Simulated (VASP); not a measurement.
Wanted: the native input for a VASP 6.6.1 run.

| Property | Result |
| --- | --- |
| Task | relaxation of cell and atoms |
| Functional | PBEsol |
| Dispersion | D3(BJ) |
| Potentials or basis | VASP PAW PBE potentials, release 64 (Lu, H) |
| Cutoff | 500 eV |
| k mesh | 6 × 6 × 6, shifted |
| Occupations | fermi-dirac, width 0.2 eV |
| Spin | no spin polarisation |
| Dipole correction | no |
| Further INCAR settings | ALGO = Normal; EDIFF = 1e-07; ISYM = -1; IBRION = 2; EDIFFG = -0.1; NSW = 80; ISIF = 3 |

The structure of LuH2 lies in POSCAR:

```
LuH2
1.0
    0.0000000000      2.5165000000      2.5165000000
    2.5165000000      0.0000000000      2.5165000000
    2.5165000000      2.5165000000      0.0000000000
Lu H
1 2
Direct
    0.0000000000      0.0000000000      0.0000000000
    0.2500000000      0.2500000000      0.2500000000
    0.7500000000      0.7500000000      0.7500000000
```

One way to write it, as run:

INCAR

```
SYSTEM = LuH2
  PREC = Accurate
  ENCUT = 500
  EDIFF = 1E-7
  ISMEAR = -1
  SIGMA = 0.2
  LREAL = .False.
  LASPH = .True.
  NELM = 120
  ALGO = Normal
  ISIF = 3
  LWAVE = .False.
  LCHARG = .False.
  GGA = PS
  IVDW = 12
  IBRION = 2
  NSW = 80
  EDIFFG = -0.1
  ISYM = -1
  GGA_COMPAT = .False.
  NELMIN = 4
```

KPOINTS

```
explicit points
108
Reciprocal
  0.08333333   0.08333333   0.08333333 2
  0.08333333   0.08333333   0.25000000 2
  0.08333333   0.08333333   0.41666667 2
  0.08333333   0.08333333   0.58333333 2
  0.08333333   0.08333333   0.75000000 2
  0.08333333   0.08333333   0.91666667 2
  0.08333333   0.25000000   0.08333333 2
  0.08333333   0.25000000   0.25000000 2
  0.08333333   0.25000000   0.41666667 2
  0.08333333   0.25000000   0.58333333 2
  0.08333333   0.25000000   0.75000000 2
  0.08333333   0.25000000   0.91666667 2
  0.08333333   0.41666667   0.08333333 2
  0.08333333   0.41666667   0.25000000 2
  0.08333333   0.41666667   0.41666667 2
  0.08333333   0.41666667   0.58333333 2
  0.08333333   0.41666667   0.75000000 2
  0.08333333   0.41666667   0.91666667 2
  0.08333333   0.58333333   0.08333333 2
  0.08333333   0.58333333   0.25000000 2
  0.08333333   0.58333333   0.41666667 2
  0.08333333   0.58333333   0.58333333 2
  0.08333333   0.58333333   0.75000000 2
  0.08333333   0.58333333   0.91666667 2
  0.08333333   0.75000000   0.08333333 2
  0.08333333   0.75000000   0.25000000 2
  0.08333333   0.75000000   0.41666667 2
  0.08333333   0.75000000   0.58333333 2
  0.08333333   0.75000000   0.75000000 2
  0.08333333   0.75000000   0.91666667 2
  0.08333333   0.91666667   0.08333333 2
  0.08333333   0.91666667   0.25000000 2
  0.08333333   0.91666667   0.41666667 2
  0.08333333   0.91666667   0.58333333 2
  0.08333333   0.91666667   0.75000000 2
  0.08333333   0.91666667   0.91666667 2
  0.25000000   0.08333333   0.08333333 2
  0.25000000   0.08333333   0.25000000 2
  0.25000000   0.08333333   0.41666667 2
  0.25000000   0.08333333   0.58333333 2
  0.25000000   0.08333333   0.75000000 2
  0.25000000   0.08333333   0.91666667 2
  0.25000000   0.25000000   0.08333333 2
  0.25000000   0.25000000   0.25000000 2
  0.25000000   0.25000000   0.41666667 2
  0.25000000   0.25000000   0.58333333 2
  0.25000000   0.25000000   0.75000000 2
  0.25000000   0.25000000   0.91666667 2
  0.25000000   0.41666667   0.08333333 2
  0.25000000   0.41666667   0.25000000 2
  0.25000000   0.41666667   0.41666667 2
  0.25000000   0.41666667   0.58333333 2
  0.25000000   0.41666667   0.75000000 2
  0.25000000   0.41666667   0.91666667 2
  0.25000000   0.58333333   0.08333333 2
  0.25000000   0.58333333   0.25000000 2
  0.25000000   0.58333333   0.41666667 2
  0.25000000   0.58333333   0.58333333 2
  0.25000000   0.58333333   0.75000000 2
  0.25000000   0.58333333   0.91666667 2
  0.25000000   0.75000000   0.08333333 2
  0.25000000   0.75000000   0.25000000 2
  0.25000000   0.75000000   0.41666667 2
  0.25000000   0.75000000   0.58333333 2
  0.25000000   0.75000000   0.75000000 2
  0.25000000   0.75000000   0.91666667 2
  0.25000000   0.91666667   0.08333333 2
  0.25000000   0.91666667   0.25000000 2
  0.25000000   0.91666667   0.41666667 2
  0.25000000   0.91666667   0.58333333 2
  0.25000000   0.91666667   0.75000000 2
  0.25000000   0.91666667   0.91666667 2
  0.41666667   0.08333333   0.08333333 2
  0.41666667   0.08333333   0.25000000 2
  0.41666667   0.08333333   0.41666667 2
  0.41666667   0.08333333   0.58333333 2
  0.41666667   0.08333333   0.75000000 2
  0.41666667   0.08333333   0.91666667 2
  0.41666667   0.25000000   0.08333333 2
  0.41666667   0.25000000   0.25000000 2
  0.41666667   0.25000000   0.41666667 2
  0.41666667   0.25000000   0.58333333 2
  0.41666667   0.25000000   0.75000000 2
  0.41666667   0.25000000   0.91666667 2
  0.41666667   0.41666667   0.08333333 2
  0.41666667   0.41666667   0.25000000 2
  0.41666667   0.41666667   0.41666667 2
  0.41666667   0.41666667   0.58333333 2
  0.41666667   0.41666667   0.75000000 2
  0.41666667   0.41666667   0.91666667 2
  0.41666667   0.58333333   0.08333333 2
  0.41666667   0.58333333   0.25000000 2
  0.41666667   0.58333333   0.41666667 2
  0.41666667   0.58333333   0.58333333 2
  0.41666667   0.58333333   0.75000000 2
  0.41666667   0.58333333   0.91666667 2
  0.41666667   0.75000000   0.08333333 2
  0.41666667   0.75000000   0.25000000 2
  0.41666667   0.75000000   0.41666667 2
  0.41666667   0.75000000   0.58333333 2
  0.41666667   0.75000000   0.75000000 2
  0.41666667   0.75000000   0.91666667 2
  0.41666667   0.91666667   0.08333333 2
  0.41666667   0.91666667   0.25000000 2
  0.41666667   0.91666667   0.41666667 2
  0.41666667   0.91666667   0.58333333 2
  0.41666667   0.91666667   0.75000000 2
  0.41666667   0.91666667   0.91666667 2
```

Potentials or basis: VASP PAW PBE potentials, release 64 (Lu, H).

Run with:

```sh
$ cat potpaw_PBE.64/Lu/POTCAR potpaw_PBE.64/H/POTCAR > POTCAR
$ mpirun -np 1 vasp_std > vasp.out
```

It gave:

```yaml
Relaxed_volume: 9.97 Å³/atom
Relaxed_cell: a = 3.486 Å, b = 3.486 Å, c = 3.486 Å, α = 59.94°, β = 59.94°, γ = 59.94°
Space_group_after_relaxing_to_0.1_Å: Fm-3m (No. 225)
Energy_gained_by_relaxing: 15.8 meV/atom
Ionic_steps: 2
Pressure_after_relaxing: -0.8 GPa
Band_gap_on_the_k_mesh: zero (an odd number of electrons rules out a gap without spin polarisation)
Dispersion_energy_per_atom: -0.195 eV
```

Caveat: the PAW data sets were made with another functional, which shifts forces and pressure a little; spin-orbit coupling is left out, which moves the levels of the heavy elements.

Run time: 100 s on 1 thread of AMD EPYC 9R45 96-Core Processor (Zen 5), on a shared host, peak memory 0.19 GiB.
